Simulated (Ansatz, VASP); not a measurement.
# InAs in VASP and in Ansatz

File INCAR:

```
PREC = Accurate ; ENCUT = 520
EDIFF = 1E-6 ; ISMEAR = -1
SIGMA = 0.02 ; LREAL = F
LASPH = T ; NELM = 80
ALGO = Normal ; ISIF = 2
LWAVE = F ; LCHARG = F
LDIPOL = T ; IDIPOL = 3
DIPOL = 0.5 0.5 0.500 ; GGA = CA
NBANDS = 36
```

The input KPOINTS:

```
Automatic mesh
0
Gamma
  6 5 1
```

The input POSCAR:

```
InAs
1.0
    4.2617729329      0.0000000000      0.0000000000
    0.0000000000      6.0270570815      0.0000000000
    0.0000000000      0.0000000000     20.2618000000
In As
3 3
Direct
    0.2500000000      0.1250000000      0.3948323216
    0.7500000000      0.6250000000      0.5000000000
    0.2500000000      0.1250000000      0.6051676784
    0.7500000000      0.8750000000      0.3948323216
    0.2500000000      0.3750000000      0.5000000000
    0.7500000000      0.8750000000      0.6051676784
```

Input for Ansatz:

```yaml
crystal:
  lattice:
    - [4.2617729329, 0.0, 0.0]
    - [0.0, 6.0270570815, 0.0]
    - [0.0, 0.0, 20.2618]
  atoms:
    - { symbol: In, position: [0.25, 0.125, 0.3948323216] }
    - { symbol: As, position: [0.75, 0.875, 0.3948323216] }
    - { symbol: In, position: [0.75, 0.625, 0.5] }
    - { symbol: As, position: [0.25, 0.375, 0.5] }
    - { symbol: In, position: [0.25, 0.125, 0.6051676784] }
    - { symbol: As, position: [0.75, 0.875, 0.6051676784] }
kpoints:
  mp_grid: { grid: [6, 5, 1] }
scf:
  occupations: { method: fermi_dirac, width: 0.02 }
hamiltonian:
  xc: lda
  pseudopotentials: { kind: paw }
output:
  forces: true
  stress: true
  eigenvalues: true
  populations: true
efield:
  axis: 3
  amplitude: 0
  dipole_correction: true
```

Alike in both runs: task single point; functional LDA; k mesh 6 × 5 × 1; occupations fermi-dirac, width 0.02 eV; no spin polarisation.

|  | VASP | Ansatz |
| --- | --- | --- |
| version | VASP 6.6.1 | Ansatz 0.2.0 |
| potentials or method | VASP PAW LDA potentials, release 64 (In_d, As) | PAW with Ansatz's default frozen-core files, scalar-relativistic |
| plane-wave cutoff (eV) | 520 | 420 |
| valence electrons in the cell | 54 | 84 |

|  | VASP | Ansatz | Ansatz less VASP |
| --- | --- | --- | --- |
| rms of the force components (eV/Å) | 0.583 | 0.585 | +0.0021 |

LDA's correlation is that of Perdew and Zunger in VASP and of Perdew and Wang (1992) in Ansatz. VASP's potentials hold 54 valence electrons a cell and Ansatz's 84, so a difference there can come from the potentials and not from the codes.
